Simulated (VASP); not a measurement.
# AlN in VASP: settings compared

Aim: see how the results for AlN move with the level of theory and the settings. Levels: r2SCAN, PBE. Tasks: single point.

Program: VASP 6.6.1. These are calculated values, not measurements. Logs are shortened: lines on timing, memory, paths and dates and some standing lists are left out, and cuts for length are marked.

### 1 The cell of the first run

Symmetry: Fm-3m, No. 225, cubic system. The conventional cell has a = 4.250 Å, b = 4.250 Å, c = 4.250 Å, α = 90.00°, β = 90.00°, γ = 90.00°. Al (site symmetry m-3m) has 6 N at 2.12 Å within 2.8 Å. N (site symmetry m-3m) has 6 Al at 2.12 Å within 2.8 Å.

### 2 Single point, r2SCAN (strain +5.2%)

The input, POSCAR:

```
AlN
1.0
    0.0000000000      2.1248590388      2.1248590388
    2.1248590388      0.0000000000      2.1248590388
    2.1248590388      2.1248590388      0.0000000000
Al N
1 1
Direct
    0.0000000000      0.0000000000      0.0000000000
    0.5000000000      0.5000000000      0.5000000000
```

The input, INCAR.step1:

```
PREC = Accurate ; ENCUT = 520
ISMEAR = 0 ; SIGMA = 0.01
LREAL = False ; LASPH = True
NELM = 100 ; NBANDS = 11
GGA = PE ; ALGO = Normal
EDIFF = 1E-4 ; LWAVE = True
LCHARG = False
```

The input, INCAR.step2:

```
PREC = Accurate ; ENCUT = 520
EDIFF = 1E-7 ; ISMEAR = 0
SIGMA = 0.01 ; LREAL = False
LASPH = True ; NELM = 100
ALGO = Normal ; ISIF = 2
LWAVE = False ; LCHARG = False
METAGGA = R2SCAN ; LMIXTAU = True
NBANDS = 11 ; ISTART = 1
```

The input, KPOINTS:

```
Automatic mesh
0
Gamma
  10 10 10
```

Potentials or basis: VASP PAW PBE potentials, release 64 (Al, N).

Command:

```sh
cat potpaw_PBE.64/Al/POTCAR potpaw_PBE.64/N/POTCAR > POTCAR
cp INCAR.step1 INCAR
mpirun -np 1 vasp_std > vasp.out
cp INCAR.step2 INCAR
mpirun -np 1 vasp_std > vasp.out
```

OUTCAR:

```text
PREC = Accurate
   ENCUT = 520
   EDIFF = 1E-7
   ISMEAR = 0
   LREAL = False
   LASPH = True
   NELM = 100
   ISIF = 2
   METAGGA = R2SCAN
   ISTART = 1

 ion  position               nearest neighbor table
   1  0.000  0.000  0.000-   2 2.12   2 2.12   2 2.12   2 2.12   2 2.12   2 2.12
   2  0.500  0.500  0.500-   1 2.12   1 2.12   1 2.12   1 2.12   1 2.12   1 2.12

  LATTYP: Found a face centered cubic cell.
 ALAT       =     4.2497180776

  Lattice vectors:

 A1 = (   0.0000000000,   2.1248590388,   2.1248590388)
 A2 = (   2.1248590388,   0.0000000000,   2.1248590388)
 A3 = (   2.1248590388,   2.1248590388,   0.0000000000)

Analysis of symmetry for initial positions (statically):
=====================================================================
 Subroutine PRICEL returns:
 Original cell was already a primitive cell.

 Routine SETGRP: Setting up the symmetry group for a
 face centered cubic supercell.

 Subroutine GETGRP returns: Found 48 space group operations
[... 9 lines left out ...]

 Routine SETGRP: Setting up the symmetry group for a
 face centered cubic supercell.

 Subroutine GETGRP returns: Found 48 space group operations
[... 11 lines left out ...]
                                     Primitive cell

  volume of cell :      19.1876

  direct lattice vectors                    reciprocal lattice vectors
     0.000000000  2.124859039  2.124859039    -0.235309727  0.235309727  0.235309727
     2.124859039  0.000000000  2.124859039     0.235309727 -0.235309727  0.235309727
     2.124859039  2.124859039  0.000000000     0.235309727  0.235309727 -0.235309727

  length of vectors
     3.005004471  3.005004471  3.005004471     0.407568402  0.407568402  0.407568402

  position of ions in fractional coordinates (direct lattice)
     0.000000000  0.000000000  0.000000000
     0.500000000  0.500000000  0.500000000

  ion indices of the primitive-cell ions
   primitive index   ion index
                 1           1
                 2           2

----------------------------------------------------------------------------------------

 KPOINTS: Automatic mesh

Automatic generation of k-mesh.
 Grid dimensions read from file:
 generate k-points for:   10   10   10

 Generating k-lattice:

  Cartesian coordinates                     Fractional coordinates (reciprocal lattice)
    -0.023530973  0.023530973  0.023530973     0.100000000  0.000000000  0.000000000
     0.023530973 -0.023530973  0.023530973     0.000000000  0.100000000  0.000000000
     0.023530973  0.023530973 -0.023530973     0.000000000  0.000000000  0.100000000

  Length of vectors
     0.040756840  0.040756840  0.040756840

  Shift w.r.t. Gamma in fractional coordinates (k-lattice)
     0.000000000  0.000000000  0.000000000

 Subroutine IBZKPT returns following result:
 ===========================================

 Found     47 irreducible k-points:

 Following reciprocal coordinates:
            Coordinates               Weight
  0.000000  0.000000  0.000000      1.000000
  0.100000  0.000000  0.000000      8.000000
  0.200000  0.000000  0.000000      8.000000
  0.300000  0.000000  0.000000      8.000000
  0.400000  0.000000  0.000000      8.000000
  0.500000  0.000000  0.000000      4.000000
[... 16 lines left out ...]
  0.300000  0.300000  0.000000      6.000000
  0.400000  0.300000  0.000000     24.000000
 [... further k-points ...]
   k-points           NKPTS =     47   k-points in BZ     NKDIM =     47   number of bands    NBANDS=     11
   number of dos      NEDOS =    301   number of ions     NIONS =      2
   total plane-waves  NPLWV =  13824
   dimension x,y,z NGX =    24 NGY =   24 NGZ =   24
   dimension x,y,z NGXF=    48 NGYF=   48 NGZF=   48
   ions per type =               1   1
   NGX,Y,Z   is equivalent  to a cutoff of  13.28, 13.28, 13.28 a.u.
   NGXF,Y,Z  is equivalent  to a cutoff of  26.56, 26.56, 26.56 a.u.
 SYSTEM =  unknown system
   PREC   = accura    normal or accurate (medium, high low for compatibility)
   ISTART =      1    job   : 0-new  1-cont  2-samecut
   ICHARG =      0    charge: 1-file 2-atom 10-const
   ISPIN  =      1    spin polarized calculation?
   LNONCOLLINEAR =      F non collinear calculations
   LSORBIT =      F    spin-orbit coupling
   LASPH  =      T    aspherical Exc in radial PAW
   ENCUT  =  520.0 eV  38.22 Ry    6.18 a.u.   5.59  5.59  5.59*2*pi/ulx,y,z
   NELM   =    100;   NELMIN=  2; NELMDL=  0     # of ELM steps
   EDIFF  = 0.1E-06   stopping-criterion for ELM
   LREAL  =      F    real-space projection
   EDIFFG = 0.1E-05   stopping-criterion for IOM
   NSW    =      0    number of steps for IOM
   IBRION =     -1    ionic relax: 0-MD 1-quasi-New 2-CG
   NFREE  =      0    steps in history (QN), initial steepest desc. (CG)
   ISIF   =      2    stress and relaxation
   ISYM   =      2    0-nonsym 1-usesym 2-fastsym
   POTIM  = 0.5000    time-step for ionic-motion
   TEBEG  =    0.0;   TEEND  =   0.0 temperature during run
   PSTRESS=    0.0 pullay stress
   NELECT =       8.0000    total number of electrons
   NUPDOWN=      -1.0000    fix difference up-down
   EMIN   =  10.00;   EMAX   =-10.00  energy-range for DOS
   EFERMI =   0.00;   METHOD = LEGACY
   ISMEAR =     0;   SIGMA  =   0.01  broadening in eV -4-tet -1-fermi 0-gaus
   EFERMI_NEDOS =   21; number of points for ismear=-14 and -15
   IALGO  =     38    algorithm
   IMIX   =      4    mixing-type and parameters
     AMIX     =   0.40;   BMIX     =  1.00
     AMIX_MAG =   1.60;   BMIX_MAG =  1.00
  volume/ion in A,a.u.               =       9.59        64.74
  Fermi-wavevector in a.u.,A,eV,Ry     =   1.223014  2.311161 20.351089  1.495763
  Thomas-Fermi vector in A             =   2.358140
   LORBIT       =      0    0 simple, 1 ext, 2 COOP (PROOUT), +10 PAW based schemes
   METAGGA = R2SCAN    functional components
   LHFCALC =     F    Hartree Fock is set to
   AEXX    =    0.0000 exact exchange contribution
   IVDW    =     0    specifies the selected vdW correction
   LEPSILON=     F    determine dielectric tensor
   LRPA    =     F    only Hartree local field effects (RPA)
 non-spin polarized calculation
 Gauss-broadening in eV      SIGMA  =   0.01
  energy-cutoff  :      520.00
  volume of cell :       19.19
 maximum number of plane-waves:       534
 NGX is ok and might be reduce to    24
   NGX = 11   NGY = 11   NGZ = 11

 number of electron       7.9999999 magnetization

 Free energy of the ion-electron system (eV)
  ---------------------------------------------------
  ext. energy  EPLUGINS =         0.00000000
  ---------------------------------------------------
  free energy    TOTEN  =       -18.58445615 eV

  energy without entropy =      -18.58445615  energy(sigma->0) =      -18.58445615

 E-fermi :   8.0285     XC(G=0): -12.1566

 val. band max:        7.9688721979   @ k =   0.0000   0.0000   0.0000
 cond. band min:      12.0251637729   @ k =   0.5000   0.5000   0.0000
 fundamental gap:      4.0562915750
 Fermi energy:         8.0285346307

 k-point     1 :       0.0000    0.0000    0.0000
  band No.  band energies     occupation
      1      -9.1416      2.00000
      2       7.9688      2.00000
      3       7.9689      2.00000
      4       7.9689      2.00000
      5      12.3986      0.00000
      6      20.3646      0.00000
      7      20.3646      0.00000
      8      20.3646      0.00000
      9      25.4074      0.00000
     10      25.4076      0.00000
     11      25.7550      0.00000

 k-point     2 :       0.1000    0.0000    0.0000
  band No.  band energies     occupation
      1      -8.9625      2.00000
      2       6.9404      2.00000
      3       7.8687      2.00000
      4       7.8687      2.00000
      5      13.1322      0.00000
      6      19.5213      0.00000
      7      20.6045      0.00000
      8      20.6045      0.00000
      9      23.6468      0.00000
     10      23.6469      0.00000
     11      25.4983      0.00000

 k-point     3 :       0.2000    0.0000    0.0000
  band No.  band energies     occupation
      1      -8.4466      2.00000
      2       4.9215      2.00000
      3       7.6238      2.00000
      4       7.6238      2.00000
      5      14.0924      0.00000
      6      18.7812      0.00000
      7      20.4921      0.00000
      8      20.4921      0.00000
      9      23.2909      0.00000
     10      23.2910      0.00000
     11      24.8060      0.00000

 k-point     4 :       0.3000    0.0000    0.0000
  band No.  band energies     occupation
      1      -7.6756      2.00000
      2       2.8226      2.00000
      3       7.3495      2.00000
      4       7.3495      2.00000
      5      14.2547      0.00000
      6      19.2179      0.00000
      7      19.5885      0.00000
      8      19.5886      0.00000
      9      24.1462      0.00000
     10      24.8456      0.00000
     11      24.8457      0.00000

 k-point     5 :       0.4000    0.0000    0.0000
  band No.  band energies     occupation
      1      -6.8637      2.00000
      2       1.1367      2.00000
      3       7.1464      2.00000
      4       7.1464      2.00000
      5      14.0395      0.00000
      6      18.8921      0.00000
      7      18.8922      0.00000
      8      19.9994      0.00000
      9      23.8648      0.00000
     10      26.9781      0.00000
     11      26.9782      0.00000
[... 211 lines left out ...]
 k-point    21 :      -0.3000    0.2000    0.0000
  band No.  band energies     occupation
      1      -6.6811      2.00000
      2       2.0792      2.00000
      3       4.7451      2.00000
      4       7.0250      2.00000
      5      15.9320      0.00000
      6      17.3747      0.00000
      7      19.0912      0.00000
      8      19.7978      0.00000
      9      24.9177      0.00000
     10      26.7684      0.00000
     11      27.9314      0.00000

 k-point    22 :      -0.2000    0.2000    0.0000
  band No.  band energies     occupation
      1      -7.4268      2.00000
      2       3.2482      2.00000
      3       5.4213      2.00000
      4       7.4180      2.00000
      5      15.9561      0.00000
      6      18.1846      0.00000
      7      18.1944      0.00000
      8      19.9905      0.00000
      9      23.0692      0.00000
     10      26.7507      0.00000
     11      27.6047      0.00000

 k-point    23 :       0.3000    0.3000    0.0000
  band No.  band energies     occupation
      1      -7.2203      2.00000
      2       3.4218      2.00000
      3       6.1640      2.00000
      4       6.1640      2.00000
      5      14.1706      0.00000
      6      15.4484      0.00000
      7      19.1108      0.00000
      8      23.0144      0.00000
      9      23.0144      0.00000
     10      27.9594      0.00000
     11      31.2763      0.00000

 k-point    24 :       0.4000    0.3000    0.0000
  band No.  band energies     occupation
      1      -6.6133      2.00000
      2       2.5540      2.00000
      3       5.4903      2.00000
      4       5.9309      2.00000
      5      13.6815      0.00000
      6      15.4353      0.00000
      7      19.6065      0.00000
      8      22.9112      0.00000
      9      23.5957      0.00000
     10      29.1603      0.00000
     11      32.0063      0.00000

 [... further k-points ...]
[... 5 lines left out ...]
  --------------------------------------------------------------------------------------
  -------------------------------------------------------------------------------------
  Total       -3.8243737     -3.8243737     -3.8243737      0.0000000     -0.0000000      0.0000000
  in kB     -319.3379498   -319.3379498   -319.3379498      0.0000000     -0.0000000      0.0000000
  external PRESSURE =    -319.3379498 kB  Pullay stress =       0.0000000 kB

 VOLUME and BASIS-vectors are now :
 -----------------------------------------------------------------------------
  energy-cutoff  :      520.00
  volume of cell :       19.19
      direct lattice vectors                 reciprocal lattice vectors
     0.000000000  2.124859039  2.124859039    -0.235309727  0.235309727  0.235309727
     2.124859039  0.000000000  2.124859039     0.235309727 -0.235309727  0.235309727
     2.124859039  2.124859039  0.000000000     0.235309727  0.235309727 -0.235309727

 POSITION                                       TOTAL-FORCE (eV/Angst)
 -----------------------------------------------------------------------------------
      0.00000      0.00000      0.00000        -0.000000     -0.000000      0.000000
      2.12486      2.12486      2.12486         0.000000      0.000000     -0.000000
 -----------------------------------------------------------------------------------
    total drift:                               -0.000000     -0.000000      0.000000

  FREE ENERGIE OF THE ION-ELECTRON SYSTEM (eV)
  ---------------------------------------------------
  free  energy   TOTEN  =       -18.5844561457 eV

  energy  without entropy=      -18.5844561457  energy(sigma->0) =      -18.58445615
```

Run time: 16 s. Hardware: 1 thread of Intel Xeon 6975P-C, shared host; peak memory 0.14 GiB.

Results:

| Property | Result |
| --- | --- |
| Free energy | -18.5845 eV |
| Pressure | -31.9 GPa |
| Band gap on the k mesh | 4.06 eV, indirect (least direct gap 4.43 eV) |

Caveat: the cell differs from its parent crystal (strain +5.2%); the PAW data sets were made with another functional, which shifts forces and pressure a little. A k mesh can miss the band edges.

(Part 1 of 2 ends here.)
